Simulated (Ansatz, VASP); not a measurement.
Two plane-wave programs on BN

```
B N
1.0
     0.00000    1.80481    1.72360
     1.80481    0.00000    1.72360
     1.80481    1.80481    0.00000
B N
1 1
Direct
  0.00000 0.00000 0.00000
  0.75000 0.75000 0.75000
```

Change from the starting cell: strain -0.0450 x Voigt [0, 0, 1, 0, 0, 0], atoms carried along.

Alike in both runs: task single point; functional r2SCAN; k mesh 12 × 12 × 12; occupations gaussian, width 0.05 eV; no spin polarisation.

|  | VASP | Ansatz |
| --- | --- | --- |
| version | VASP 6.6.1 | Ansatz 0.2.0 |
| potentials or method | VASP PAW PBE potentials, release 64 (B, N), cutoff 520 eV | scalar-relativistic, plane waves, PAW |
| valence electrons in the cell | 8 | 8 |

```csv
,VASP,Ansatz,Ansatz less VASP
gap on the k mesh at the Fermi level (eV),4.19,4.22,+0.026
least direct gap on the mesh (eV),9.28,9.32,+0.043
pressure (GPa),20.9,19.6,-1.30
"traceless stress, the component that is largest in VASP (GPa)",19.33,19.38,+0.054
```

VASP's potentials were made for PBE, not for r2SCAN.
